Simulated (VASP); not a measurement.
Input of a VASP 6.6.1 run:

File INCAR:

```
SYSTEM = Ge
PREC = Accurate
ENCUT = 520
EDIFF = 1E-6
ISMEAR = 0
SIGMA = 0.1
LREAL = .FALSE.
LASPH = .TRUE.
NELM = 100
ALGO = Normal
ISIF = 2
LWAVE = .FALSE.
LCHARG = .FALSE.
GGA = PS
NBANDS = 66
```

The input KPOINTS:

```
Automatic mesh
0
G
  8 8 8
  0 0 0
```

Contents of POSCAR:

```
Ge
1.0
   -3.4696630980      3.4696630980      3.4696630980
    3.4696630980     -3.4696630980      3.4696630980
    3.4696630980      3.4696630980     -3.4696630980
Ge
8
Direct
    0.5000000000      0.0000000000      0.7958385093
    0.7958385093      0.5000000000      0.0000000000
    0.0000000000      0.7958385093      0.5000000000
    0.7041614907      0.7041614907      0.7041614907
    0.5000000000      0.0000000000      0.2041614907
    0.2041614907      0.5000000000      0.0000000000
    0.0000000000      0.2041614907      0.5000000000
    0.2958385093      0.2958385093      0.2958385093
```

Potentials or basis: VASP PAW PBE potentials, release 64 (Ge_d).

The run is started by

```console
$ cat potpaw_PBE.64/Ge_d/POTCAR > POTCAR
$ mpirun -np 1 vasp_std > vasp.out
```

Question: Predict the pressure.

Answer: -0.1 GPa.

Question: What does it give for the band gap on the k mesh?

Answer: Zero (bands 56 and 57 overlap by 0.75 eV).

Caveat: semilocal functionals underestimate gaps, so a narrow gap can read as zero; the PAW data sets were made with another functional, which shifts forces and pressure a little.
